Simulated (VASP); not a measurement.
**FeO: single point with PBE**

The system is FeO.

```
Fe O
1.0
     0.00000    2.15540    2.15540
     2.15540    0.00000    2.15540
     2.15540    2.15540    0.00000
Fe O
1 1
Direct
  0.00000 0.00000 0.00000
  0.50000 0.50000 0.50000
```

```
Program             : VASP 6.6.1
Task                : single point
Functional          : PBE
Potentials or basis : VASP PAW PBE potentials, release 64 (Fe, O)
Cutoff              : 520 eV
k mesh              : 11 × 11 × 11
Occupations         : fermi-dirac, width 0.05 eV
Spin                : no spin polarisation
```

```
Pressure               : -25.4 GPa
Band gap on the k mesh : zero (band 7 reaches 5.53 eV, above the bottom of band 8 at 4.71 eV)
```

Levels at points of the mesh, in eV from the Fermi level:
```tsv
k point	band 3	band 4	band 5	band 6	band 7	band 8	band 9	band 10	band 11	band 12
(0.00, 0.00, 0.00)	-3.61	-3.61	-1.27	-1.27	-1.27	-0.79	-0.79	1.01	16.24	18.22
```

Wall time 32 s on 1 thread of Intel Xeon 6975P-C, with other jobs on the host, peak memory 0.15 GiB.

Caveat: the run has no spin polarisation, though such a crystal can be magnetic; semilocal functionals often make such compounds metallic where correlation or magnetic order opens a gap, which also shifts bond lengths. Spin polarisation is off, so any magnetic state and its effect on volume and gap are missing.
